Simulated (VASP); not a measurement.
Set up this calculation in VASP 6.6.1, as the native input.

| Quantity | Value |
| --- | --- |
| Task | single point |
| Functional | PBE |
| Potentials or basis | VASP PAW PBE potentials, release 64 (Mg, S) |
| Cutoff | 520 eV |
| k mesh | 6 × 6 × 6 |
| Occupations | gaussian, width 0.01 eV |
| Spin | no spin polarisation |
| Dipole correction | no |
| Further INCAR settings | ALGO = Normal; EDIFF = 1e-06; NBANDS = 11 |

The structure of MgS (Niningerite) lies in POSCAR:

```
MgS
1.0
    0.0000000000      2.6016500000      2.6016500000
    2.6016500000      0.0000000000      2.6016500000
    2.6016500000      2.6016500000      0.0000000000
Mg S
1 1
Direct
   -0.0019218573      0.0019218573      0.0019218573
    0.5000000000      0.5000000000      0.5000000000
```

One way to write it, as run:

INCAR

```
ALGO = Normal
EDIFF = 1E-6
ENCUT = 520
GGA = PE
ISIF = 2
ISMEAR = 0
LASPH = True
LCHARG = True
LELF = True
LREAL = False
LVHAR = True
LWAVE = False
NBANDS = 11
NELM = 80
PREC = Accurate
SIGMA = 0.01
```

KPOINTS

```
k-points
0
Gamma
  6 6 6
```

Potentials or basis: VASP PAW PBE potentials, release 64 (Mg, S).

Launch:

```sh
$ cat potpaw_PBE.64/Mg/POTCAR potpaw_PBE.64/S/POTCAR > POTCAR
$ mpirun -np 1 vasp_std > vasp.out
```

It gave:

```json
{"Pressure": "0.9 GPa", "Largest force": "0.028 eV/Å", "Band gap on the k mesh": "2.77 eV, indirect (least direct gap 3.71 eV)"}
```

It took 16 s on 1 thread of Intel(R) Xeon(R) Platinum 8259CL CPU @ 2.50GHz (Skylake/Cascade Lake) (shared host), peak memory 0.16 GiB.
